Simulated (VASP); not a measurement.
Set up this calculation in VASP 6.6.1, as the native input.

```yaml
Task: single point
Functional: PBE
Potentials_or_basis: VASP PAW PBE potentials, release 64 (C)
Cutoff: 520 eV
k_mesh: 6 × 6 × 6
Occupations: gaussian, width 0.05 eV
Spin: no spin polarisation
Dipole_correction: no
Further_INCAR_settings: ALGO = Normal; EDIFF = 1e-06; NBANDS = 26
```

The structure of C lies in POSCAR:

```
C
1.0
    3.5668000000      0.0000000000      0.0000000000
    0.0000000000     -3.5668000000      0.0000000000
    0.0000000000      0.0000000000     -3.5668000000
C
8
Direct
    0.5000000000      0.0000000000      0.0841090053
    0.0000000000      0.5000000000      0.0000000000
    0.0000000000      0.0000000000      0.5000000000
    0.5000000000      0.5000000000      0.5000000000
    0.7500000000      0.7500000000      0.7500000000
    0.2500000000      0.2500000000      0.7500000000
    0.2500000000      0.7500000000      0.2500000000
    0.7500000000      0.2500000000      0.2500000000
```

This cell differs from its parent crystal: atom 1 (C) moved -0.300 Å along Cartesian [0 0 1].

The input as run:

INCAR

```
  PREC = Accurate
  ENCUT = 520
  EDIFF = 1E-6
  ISMEAR = 0
  SIGMA = 0.05
  LREAL = False
  LASPH = True
  NELM = 100
  ALGO = Normal
  ISIF = 2
  LWAVE = False
  LCHARG = False
  GGA = PE
  NBANDS = 26
```

KPOINTS

```
regular mesh
0
Gamma
  6 6 6
```

Potentials or basis: VASP PAW PBE potentials, release 64 (C).

The run is started by

```sh
$ cat potpaw_PBE.64/C/POTCAR > POTCAR
$ mpirun -np 1 vasp_std > vasp.out
```

It gave:

* Pressure: 11.4 GPa
* Largest force: 12.251 eV/Å
* Band gap on the k mesh: 1.89 eV, direct

Caveat: the cell differs from its parent crystal (atom 1 (C) moved -0.300 Å along Cartesian [0 0 1]); forces of over 1 eV/Å act on the atoms, so gaps and moduli don't describe the material at rest.

Run time: 24 s on 1 thread of Intel(R) Xeon(R) 6975P-C (Granite Rapids), on a shared host, peak memory 0.17 GiB.
